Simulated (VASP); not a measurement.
Input of a VASP 6.6.1 run:

Contents of INCAR:

```
ALGO = Normal
EDIFF = 1E-6
EDIFFG = -0.01
ENCUT = 600
GGA = PE
IBRION = 2
ISIF = 3
ISMEAR = 0
LASPH = T
LCHARG = F
LREAL = F
LWAVE = F
NELM = 100
NSW = 100
PREC = Accurate
SIGMA = 0.1
```

Contents of KPOINTS:

```
k-points
0
Gamma
  8 8 8
```

File POSCAR:

```
La3Be4
1.0
    5.4984644862      0.0000000000      0.0000000000
    0.0000000000      5.4984644862      0.0000000000
    0.0000000000      0.0000000000      5.4984644862
La Be
3 4
Direct
    0.0000000000      0.0000000000      0.5000000000
    0.5000000000      0.0000000000      0.0000000000
    0.0000000000      0.5000000000      0.0000000000
    0.6333110919      0.6333110919      0.6333110919
    0.3666889081      0.3666889081      0.6333110919
    0.3666889081      0.6333110919      0.3666889081
    0.6333110919      0.3666889081      0.3666889081
```

Potentials or basis: VASP PAW PBE potentials, release 64 (La, Be).

Run with:

```bash
$ cat potpaw_PBE.64/La/POTCAR potpaw_PBE.64/Be/POTCAR > POTCAR
$ mpirun -np 1 vasp_std > vasp.out
```

Task: Predict the band gap on the k mesh.

Result: Zero (an odd number of electrons rules out a gap without spin polarisation).

Final structure:
```xyz
7
Lattice="5.4985 0.0000 0.0000 0.0000 5.4985 0.0000 0.0000 0.0000 5.4985" Properties=species:S:1:pos:R:3 pbc="T T T"
La    0.0000    0.0000    2.7492
La    2.7492    0.0000    0.0000
La    0.0000    2.7492    0.0000
Be    3.4822    3.4822    3.4822
Be    2.0162    2.0162    3.4822
Be    2.0162    3.4822    2.0162
Be    3.4822    2.0162    2.0162
```

Caveat: the relaxation stopped at its first step, so nothing moved; spin-orbit coupling is left out, which moves the levels of the heavy elements.
